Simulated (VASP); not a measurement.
The system is Sr.

```xyz
1
Lattice="0.0000 2.2195 2.2195 2.2195 0.0000 2.2195 2.2195 2.2195 0.0000" Properties=species:S:1:pos:R:3 pbc="T T T"
Sr    0.0000    0.0000    0.0000
```

Base run:

```yaml
Program: VASP 6.6.1
Functional: LDA
Potentials_or_basis: VASP PAW LDA potentials, release 64 (Sr_sv)
Cutoff: 520 eV
k_mesh: 13 × 13 × 13
Occupations: tetrahedron
Spin: no spin polarisation
```

Its results: band gap on the k mesh zero (bands 5 and 6 overlap by 1.97 eV); pressure 33.2 GPa.

The run is repeated on the same cell with these changes: occupations from tetrahedron to fermi-dirac, width 0.05 eV. What comes out?

Band gap on the k mesh zero (bands 5 and 6 overlap by 1.97 eV); pressure 32.6 GPa.

Caveats: the cell stands under pressure; tetrahedron occupations give inexact forces and stress in metals (at least some runs).
